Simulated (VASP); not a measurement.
# W (I4/mmm) in VASP: notebook

W is run at these levels: PBE; tasks: single point.

Program: VASP 6.6.1. These are calculated values, not measurements. Logs are shortened: lines on timing, memory, paths and dates and some standing lists are left out, and cuts for length are marked.

### 1 The cell of the first run

It takes space group I4/mmm (No. 139, tetragonal). Conventional cell: a = 2.871 Å, b = 2.871 Å, c = 4.019 Å, α = 90.00°, β = 90.00°, γ = 90.00°. Within 3.8 Å of W (site symmetry 4/mmm) lie 12 W at 2.86 to 2.87 Å.

### 2 Single point, PBE (strain -0.0100 x Voigt [0, 0, 1, 0, 0, 0])

The input, INCAR:

```
SYSTEM = W
PREC = Accurate
ENCUT = 520
EDIFF = 1E-6
ISMEAR = 0
SIGMA = 0.15
LREAL = .FALSE.
LASPH = .TRUE.
NELM = 60
ALGO = Fast
ISIF = 2
LWAVE = .FALSE.
LCHARG = .TRUE.
GGA = PE
LELF = .TRUE.
LVHAR = .TRUE.
NBANDS = 13
```

The input, KPOINTS:

```
regular mesh
0
G
  20 20 20
  0 0 0
```

The input, POSCAR:

```
W
1.0
    0.0000000000      2.0300000000      2.0097000000
    2.0300000000      0.0000000000      2.0097000000
    2.0300000000      2.0300000000      0.0000000000
W
1
Direct
    0.0000000000      0.0000000000      0.0000000000
```

Potentials or basis: VASP PAW PBE potentials, release 64 (W_sv).

Command:

```
$ cat potpaw_PBE.64/W_sv/POTCAR > POTCAR
$ mpirun -np 1 vasp_std > vasp.out
```

OUTCAR:

```text
SYSTEM = W
   PREC = Accurate
   ENCUT = 520
   EDIFF = 1E-6
   ISMEAR = 0
   LREAL = .FALSE.
   LASPH = .TRUE.
   NELM = 60
   ISIF = 2
   GGA = PE

 ion  position               nearest neighbor table
   1  0.000  0.000  0.000-

  LATTYP: Found a body centered tetragonal cell.
 ALAT       =     2.8708535316
 C/A-ratio  =     1.4000714267

  Lattice vectors:

 A1 = (   0.0000000000,  -2.0300000000,  -2.0097000000)
 A2 = (   0.0000000000,   2.0300000000,  -2.0097000000)
 A3 = (   2.0300000000,   0.0000000000,   2.0097000000)

Analysis of symmetry for initial positions (statically):
=====================================================================
 Subroutine PRICEL returns:
 Original cell was already a primitive cell.

 Routine SETGRP: Setting up the symmetry group for a
 body centered tetragonal supercell.

 Subroutine GETGRP returns: Found 16 space group operations
 (whereof 16 operations were pure point group operations)
 out of a pool of 16 trial point group operations.

The static configuration has the point symmetry D_4h.

Analysis of symmetry for dynamics (positions and initial velocities):
=====================================================================
 Subroutine PRICEL returns:
 Original cell was already a primitive cell.

 Routine SETGRP: Setting up the symmetry group for a
 body centered tetragonal supercell.

 Subroutine GETGRP returns: Found 16 space group operations
 (whereof 16 operations were pure point group operations)
 out of a pool of 16 trial point group operations.

The dynamic configuration has the point symmetry D_4h.

 Subroutine INISYM returns: Found 16 space group operations
 (whereof 16 operations are pure point group operations),
 and found     1 'primitive' translations

----------------------------------------------------------------------------------------

                                     Primitive cell

  volume of cell :      16.5635

  direct lattice vectors                    reciprocal lattice vectors
     0.000000000  2.030000000  2.009700000    -0.246305419  0.246305419  0.248793352
     2.030000000  0.000000000  2.009700000     0.246305419 -0.246305419  0.248793352
     2.030000000  2.030000000  0.000000000     0.246305419  0.246305419 -0.248793352

  length of vectors
     2.856535330  2.856535330  2.870853532     0.428054729  0.428054729  0.428054729
[... 85 lines left out ...]
   ISIF   =      2    stress and relaxation
   ISYM   =      2    0-nonsym 1-usesym 2-fastsym
   POTIM  = 0.5000    time-step for ionic-motion
   TEBEG  =    0.0;   TEEND  =   0.0 temperature during run
   PSTRESS=    0.0 pullay stress
   NELECT =      14.0000    total number of electrons
   NUPDOWN=      -1.0000    fix difference up-down
   EMIN   =  10.00;   EMAX   =-10.00  energy-range for DOS
   EFERMI =   0.00;   METHOD = LEGACY
   ISMEAR =     0;   SIGMA  =   0.15  broadening in eV -4-tet -1-fermi 0-gaus
   EFERMI_NEDOS =   21; number of points for ismear=-14 and -15
   IALGO  =     68    algorithm
   IMIX   =      4    mixing-type and parameters
     AMIX     =   0.40;   BMIX     =  1.00
     AMIX_MAG =   1.60;   BMIX_MAG =  1.00
  volume/ion in A,a.u.               =      16.56       111.78
  Fermi-wavevector in a.u.,A,eV,Ry     =   1.547865  2.925041 32.598008  2.395886
  Thomas-Fermi vector in A             =   2.652897
   LORBIT       =      0    0 simple, 1 ext, 2 COOP (PROOUT), +10 PAW based schemes
   GGA     = PE    functional components
   LHFCALC =     F    Hartree Fock is set to
   AEXX    =    0.0000 exact exchange contribution
   IVDW    =     0    specifies the selected vdW correction
   LEPSILON=     F    determine dielectric tensor
   LRPA    =     F    only Hartree local field effects (RPA)
 non-spin polarized calculation
 RMM-DIIS sequential band-by-band and
 Gauss-broadening in eV      SIGMA  =   0.15
  energy-cutoff  :      520.00
  volume of cell :       16.56
 maximum number of plane-waves:       459
 NGX is ok and might be reduce to    24
   NGX = 11   NGY = 11   NGZ = 11

 number of electron      14.0000002 magnetization

 Free energy of the ion-electron system (eV)
  ---------------------------------------------------
  ext. energy  EPLUGINS =         0.00000000
  ---------------------------------------------------
  free energy    TOTEN  =       -12.47791206 eV

  energy without entropy =      -12.46234514  energy(sigma->0) =      -12.47012860

 E-fermi :  10.3668     XC(G=0): -13.3839

 val. band max:       10.3652165197   @ k =  -0.4500   0.0000   0.1500
 cond. band min:      10.3677059667   @ k =   0.5000   0.0500   0.1000
 fundamental gap:      0.0024894469
 Fermi energy:        10.3668312910

 k-point     1 :       0.0000    0.0000    0.0000
  band No.  band energies     occupation
      1     -63.3277      2.00000
      2     -26.9729      2.00000
      3     -26.9729      2.00000
      4     -26.9644      2.00000
      5       1.4188      2.00000
      6       9.7742      2.00000
      7       9.7742      2.00000
      8       9.9051      1.99999
      9      12.8034      0.00000
     10      12.9971      0.00000
     11      23.1388      0.00000
     12      28.2006      0.00000
     13      28.2006      0.00000
[... 354 lines left out ...]
  band No.  band energies     occupation
      1     -63.2416      2.00000
      2     -27.8991      2.00000
      3     -27.1168      2.00000
      4     -27.0975      2.00000
      5       4.7333      2.00000
      6       9.4900      2.00000
      7       9.8378      2.00000
      8       9.8554      2.00000
      9      13.9822      0.00000
     10      14.8103      0.00000
     11      21.8000      0.00000
     12      24.8693      0.00000
     13      30.3044      0.00000

 [... further k-points ...]

------------------------ aborting loop because EDIFF is reached ----------------------------------------

  FORCE on cell =-STRESS in cart. coord.  units (eV):
  Direction    XX          YY          ZZ          XY          YZ          ZX
  --------------------------------------------------------------------------------------
  -------------------------------------------------------------------------------------
  Total       -0.0316639     -0.0316639     -0.4063139      0.0000000      0.0000000      0.0000000
  in kB       -3.0628202     -3.0628202    -39.3023935      0.0000000      0.0000000      0.0000000
  external PRESSURE =     -15.1426780 kB  Pullay stress =       0.0000000 kB

 VOLUME and BASIS-vectors are now :
 -----------------------------------------------------------------------------
  energy-cutoff  :      520.00
  volume of cell :       16.56
      direct lattice vectors                 reciprocal lattice vectors
     0.000000000  2.030000000  2.009700000    -0.246305419  0.246305419  0.248793352
     2.030000000  0.000000000  2.009700000     0.246305419 -0.246305419  0.248793352
     2.030000000  2.030000000  0.000000000     0.246305419  0.246305419 -0.248793352

 POSITION                                       TOTAL-FORCE (eV/Angst)
 -----------------------------------------------------------------------------------
      0.00000      0.00000      0.00000        -0.000000      0.000000      0.000000
 -----------------------------------------------------------------------------------
    total drift:                               -0.000000      0.000000     -0.000000

  FREE ENERGIE OF THE ION-ELECTRON SYSTEM (eV)
  ---------------------------------------------------
  free  energy   TOTEN  =       -12.4779120593 eV

  energy  without entropy=      -12.4623451436  energy(sigma->0) =      -12.47012860
```

stdout:

```text
POSCAR found type information on POSCAR W
 POSCAR found :  1 types and       1 ions
 scaLAPACK will be used
 LDA part: xc-table for (Slater+PW92), standard interpolation
 POSCAR, INCAR and KPOINTS ok, starting setup
 FFT: planning ... GRIDC
 FFT: planning ... GRID_SOFT
 FFT: planning ... GRID
 WAVECAR not read
 entering main loop
```

It took 1.7 min on 1 thread of Intel Xeon 8259CL, shared host; peak memory 0.24 GiB.

What came out:

```
Free energy            : -12.4779 eV
Pressure               : -1.5 GPa
Band gap on the k mesh : zero (bands 7 and 8 overlap by 3.66 eV)
```

Stress tensor (GPa, compression positive):
```
-0.31  0.00  0.00
 0.00 -0.31  0.00
 0.00  0.00 -3.93
```

Levels at points of the mesh, in eV from the Fermi level:
```
           k point  band 3  band 4  band 5  band 6  band 7  band 8  band 9  band 10  band 11  band 12
(0.00, 0.00, 0.00)  -37.34  -37.33   -8.95   -0.59   -0.59   -0.46    2.44     2.63    12.77    17.83
(0.50, 0.00, 0.00)  -37.50  -37.48   -5.56   -0.84   -0.69    0.60    4.93     5.02    10.15    12.40
(0.50, 0.50, 0.00)  -37.75  -37.75   -5.42   -4.48    3.13    4.93    5.70     5.70    11.55    11.55
(0.50, 0.00, 0.50)  -37.74  -37.72   -5.43   -4.45    2.93    4.94    5.61     5.77    11.63    11.79
```

Caveat: the cell differs from its parent crystal (strain -0.0100 x Voigt [0, 0, 1, 0, 0, 0]); spin-orbit coupling is left out, which moves the levels of the heavy elements.

### 3 Single point, PBE (strain +0.0100 x Voigt [0, 0, 1, 0, 0, 0])

The input, INCAR:

```
SYSTEM = W
PREC = Accurate
ENCUT = 520
EDIFF = 1E-7
ISMEAR = 0
SIGMA = 0.15
LREAL = .False.
LASPH = .True.
NELM = 100
ALGO = Fast
ISIF = 2
LWAVE = .False.
LCHARG = .False.
GGA = PE
NBANDS = 13
```

The input, KPOINTS:

```
Automatic mesh
0
Gamma
  20 20 20
  0 0 0
```

The input, POSCAR:

```
W
1.0
    0.0000000000      2.0300000000      2.0503000000
    2.0300000000      0.0000000000      2.0503000000
    2.0300000000      2.0300000000      0.0000000000
W
1
Direct
    0.0000000000      0.0000000000      0.0000000000
```

Potentials or basis: VASP PAW PBE potentials, release 64 (W_sv).

Command:

```
$ cat potpaw_PBE.64/W_sv/POTCAR > POTCAR
$ mpirun -np 1 vasp_std > vasp.out
```

Run time: 3.5 min. Hardware: 1 thread of Intel Xeon 8259CL, shared host; peak memory 0.25 GiB.

Results (log left out):

* Free energy: -12.4693 eV
* Pressure: -6.8 GPa
* Band gap on the k mesh: zero (bands 7 and 8 overlap by 3.44 eV)

Stress tensor (GPa, compression positive):
```
-7.86  0.00  0.00
 0.00 -7.86  0.00
 0.00  0.00 -4.58
```

Levels at points of the mesh, in eV from the Fermi level:
```csv
k point,band 4,band 5,band 6,band 7,band 8,band 9,band 10,band 11
"(0.00, 0.00, 0.00)",-37.40,-8.84,-0.61,-0.48,-0.48,2.37,2.56,12.75
"(0.50, 0.00, 0.00)",-37.53,-5.45,-0.81,-0.66,0.55,4.80,4.88,9.85
"(0.50, 0.50, 0.00)",-37.76,-5.30,-4.33,2.76,4.81,5.52,5.52,11.59
"(0.50, 0.00, 0.50)",-37.78,-5.28,-4.35,2.95,4.79,5.46,5.61,11.37
```

Caveat: the cell differs from its parent crystal (strain +0.0100 x Voigt [0, 0, 1, 0, 0, 0]); the cell stands under tension; spin-orbit coupling is left out, which moves the levels of the heavy elements.
